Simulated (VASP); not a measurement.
The system is S.

```
CELL_PARAMETERS angstrom
-1.66500 1.66500 1.66500
1.66500 -1.66500 1.66500
1.66500 1.66500 -1.66500
ATOMIC_POSITIONS crystal
S 0.00000 0.00000 0.00000
```

This isn't the form of S at room conditions, which is orthorhombic, of S8 rings.

* Program: VASP 6.6.1
* Task: relaxation of cell and atoms
* Functional: PBEsol
* Potentials or basis: VASP PAW PBE potentials, release 64 (S)
* Cutoff: 500 eV
* k mesh: 17 × 17 × 17
* Occupations: fermi-dirac, width 0.02 eV
* Spin: no spin polarisation

At the start: pressure -13.7 GPa; volume 18.46 Å³/atom.

Problem. Where does the relaxation end?

Solution. Over 3 steps the energy falls by 188.5 meV/atom and the volume is 14.83 Å³/atom (-19.7 %); space group Im-3m (No. 229, to 0.1 Å) before and after.

The path:
```csv
step,energy change (eV),largest force (eV/Å),pressure (GPa),volume (Å³)
1,0.0000,0.0000,-13.72,18.46
2,-0.1868,0.0000,2.06,14.55
3,-0.1885,0.0000,-0.01,14.83
```

Final structure:
```yaml
crystal:
  lattice:
    - [-1.54774, 1.54774, 1.54774]
    - [1.54774, -1.54774, 1.54774]
    - [1.54774, 1.54774, -1.54774]
  atoms:
    - { symbol: S, position: [0.00000, 0.00000, 0.00000] }
```

Caveat: the volume moved by over 15 % at a fixed basis, so the end points are rough; the PAW data sets were made with another functional, which shifts forces and pressure a little.
